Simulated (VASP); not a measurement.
Runs of VASP 6.6.1 on Y2Si. The structure is that of space group Fd-3m (No. 227), or close to it. The cells are those of the table. 

```csv
task,cell,k mesh,cutoff (eV),gap on the mesh (eV),pressure (GPa),relaxed volume (Å³/atom)
relaxation of cell and atoms,"relaxed from a = 6.074 Å, angles 60.0°, 6 atoms",8 × 8 × 8,600,none,0.0,26.18
single point,"a = 6.074 Å, angles 60.0°, 6 atoms",4 × 4 × 4,520,none,-0.3,-
relaxation of cell and atoms,"relaxed from a = 5.798 Å, angles 60.0°, 6 atoms",4 × 4 × 4,600,none,0.0,(a)
single point,"a = 6.058 Å, angles 60.0°, 6 atoms",8 × 8 × 8,520,none,-0.1,-
```

Alike in all rows: level PBE; potentials or basis VASP PAW PBE potentials, release 64 (Y_sv, Si); no spin polarisation; smearing gaussian 0.1 eV.

Q: Fill in the values left out.

A: (a) 26.24.

A k mesh can miss the band edges, and the runs leave out spin-orbit coupling on Y.

A gap of «none» marks levels without a gap at the run's occupations.
